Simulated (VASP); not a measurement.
A run of VASP 6.6.1:

The input INCAR:

```
SYSTEM = Ge2As
PREC = Accurate ; ENCUT = 520
EDIFF = 1E-6 ; ISMEAR = -1
SIGMA = 0.1861 ; LREAL = Auto
LASPH = .TRUE. ; NELM = 60
ALGO = Normal ; ISIF = 2
LWAVE = .FALSE. ; LCHARG = .FALSE.
GGA = PE ; ISYM = 0
NBANDS = 132
```

File KPOINTS:

```
Automatic mesh
0
Gamma
  1 1 1
  0.25 0.25 0.25
```

The input POSCAR:

```
Ge2As
1.0
    8.2985660000      0.1181100000      0.0324410000
    0.1181100000      7.7552490000     -0.1054300000
    0.0324410000     -0.1054300000      7.8345330000
As Ge
7 14
Direct
    0.5842681910      0.1247419310      0.7701854466
    0.6856903306      0.1794426340      0.1225475924
    0.4580963850      0.8443336439      0.8486997236
    0.8466509073      0.5777579623      0.4052148124
    0.5870024792      0.5941418474      0.0656912706
    0.9566138165      1.0013872094      0.3985470155
    0.2195449129      0.0522797333      0.0447671349
    0.1528976704      0.5623802500      0.8243537421
    0.6617187225      0.9739413746      0.4549888069
    0.3964520397      0.3323859075      0.0444031757
    0.4249456368      0.5383446382      0.6098363507
    0.4652586256      0.8586973197      0.1632763565
    0.8844041354      0.9582706640      0.9998632365
    0.1715880134      0.2051852911      0.4084063720
    0.2527803550      0.8002347684      0.4196791697
    0.9375179921      0.4566997464      0.1046903285
    0.5400592509      0.3025393382      0.4185364540
    0.1809866449      0.5556020296      0.2524653013
    0.7132759563      0.7243967695      0.7142781537
    0.8738324694      0.1297077965      0.6801822258
    0.2330548586      0.9717942734      0.6597901544
```

Potentials or basis: VASP PAW PBE potentials, release 64 (As, Ge_d).

Command:

```sh
$ cat potpaw_PBE.64/As/POTCAR potpaw_PBE.64/Ge_d/POTCAR > POTCAR
$ mpirun -np 1 vasp_std > vasp.out
```

Hardware: 1 thread of Intel(R) Xeon(R) Platinum 8488C (Sapphire Rapids) (shared host).

Problem. Estimate the wall time of this run.

Solution. It took 110 s on 1 thread of Intel(R) Xeon(R) Platinum 8488C (Sapphire Rapids), on a shared host, peak memory 0.49 GiB. Counts: scf iterations 16, k points 1.
